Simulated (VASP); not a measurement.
Input of a VASP 6.6.1 run:

Contents of INCAR:

```
PREC     = Accurate       # precision mode
ENCUT    = 520            # plane-wave cutoff, eV
EDIFF    = 1E-6           # SCF threshold, eV
ISMEAR   = -1             # smearing method
SIGMA    = 0.05           # smearing width, eV
LREAL    = False          # projectors in reciprocal space
LASPH    = True           # aspherical terms in the spheres
NELM     = 80             # most SCF steps
ALGO     = Normal         # electronic algorithm
ISIF     = 2              # what is computed and relaxed
LWAVE    = False          # write WAVECAR
LCHARG   = False          # write CHGCAR
GGA      = CA             # functional
NBANDS   = 21             # bands
```

KPOINTS

```
regular mesh
0
Gamma
  17 17 9
```

The input POSCAR:

```
W
1.0
    2.7358079172      0.0000000000      0.0000000000
   -1.3679039586      2.3692791561      0.0000000000
    0.0000000000      0.0000000000      4.8533940508
W
2
Direct
    0.3333333333      0.6666666667      0.2500000000
    0.6666666667      0.3333333333      0.7500000000
```

Potentials or basis: VASP PAW LDA potentials, release 64 (W_sv).

Launch:

```bash
$ cat potpaw_LDA.64/W_sv/POTCAR > POTCAR
$ mpirun -np 1 vasp_std > vasp.out
```

**Question.** Estimate the pressure.

**Answer.** 1.8 GPa.

**Question.** What does it give for the band gap on the k mesh?

**Answer.** Zero (band 14 reaches 12.36 eV, above the bottom of band 15 at 10.57 eV).

Stress tensor (GPa, compression positive):
```
1.94 0.00 0.00
0.00 1.94 0.00
0.00 0.00 1.45
```

Caveat: spin-orbit coupling is left out, which moves the levels of the heavy elements.
